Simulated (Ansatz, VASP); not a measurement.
**GaAs: VASP beside Ansatz**

```
CELL_PARAMETERS angstrom
0.00000 2.82685 2.82685
2.82685 0.00000 2.82685
2.82685 2.82685 0.00000
ATOMIC_POSITIONS crystal
As 0.75000 0.75000 0.75000
Ga 0.00000 0.00000 0.00000
```

Alike in both runs: functional PBEsol; k mesh 7 × 7 × 7; occupations fermi-dirac, width 0.05 eV; no spin polarisation.

|  | VASP | Ansatz |
| --- | --- | --- |
| version | VASP 6.6.1 | Ansatz 0.2.0 |
| potentials or method | VASP PAW PBE potentials, release 64 (As, Ga_d) | Ansatz PAW |
| plane-wave cutoff (eV) | 520 | 420 |
| valence electrons in the cell | 18 | 28 |
| task | single point | band structure |

Ansatz gave:

```
gap on the k mesh at the Fermi level (eV) : 0.44
least direct gap on the mesh (eV)         : 0.44
pressure (GPa)                            : 0.2
```

Task: Estimate VASP's values.

Result: gap on the k mesh at the Fermi level (eV): 0.45; least direct gap on the mesh (eV): 0.45; pressure (GPa): 0.3.

VASP's potentials were made for PBE, not for PBEsol. With one functional, cell and mesh, what is left measures potentials, basis and numerics. VASP's potentials hold 18 valence electrons a cell and Ansatz's 28, so a difference there can come from the potentials and not from the codes.
